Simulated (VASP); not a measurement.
Sr4Ir, 5 atoms in the cell. Symmetry: Pm-3m, No. 221, cubic system. The conventional cell has a = 6.404 Å, b = 6.404 Å, c = 6.404 Å, α = 90.00°, β = 90.00°, γ = 90.00°. Within 4.2 Å of Sr (site symmetry 4/mmm) lie 2 Ir at 3.20 Å. Within 4.2 Å of Ir (site symmetry m-3m) lie 6 Sr at 3.20 Å. The cell was generated, and may not be a known phase.

* Program: VASP 6.6.1
* Task: relaxation of cell and atoms
* Functional: PBE
* Potentials or basis: VASP PAW PBE potentials, release 64 (Sr_sv, Ir)
* Cutoff: 600 eV
* k mesh: 4 × 4 × 4
* Occupations: gaussian, width 0.1 eV
* Spin: no spin polarisation
* Dipole correction: no
* Further INCAR settings: ALGO = Normal; EDIFF = 1e-06; IBRION = 2; EDIFFG = -0.04; NSW = 90; ISIF = 3

Potentials or basis: VASP PAW PBE potentials, release 64 (Sr_sv, Ir).

Command:

```bash
$ cat potpaw_PBE.64/Sr_sv/POTCAR potpaw_PBE.64/Ir/POTCAR > POTCAR
$ mpirun -np 1 vasp_std > vasp.out
```

Hardware: 1 thread of Oxide Virtual Turin-like Processor (shared host).

Estimate the wall time of this run.

Wall time 11 min on 1 thread of Oxide Virtual Turin-like Processor (shared host), peak memory 0.44 GiB. Counts: scf iterations 43, k points 10, ion steps 3.
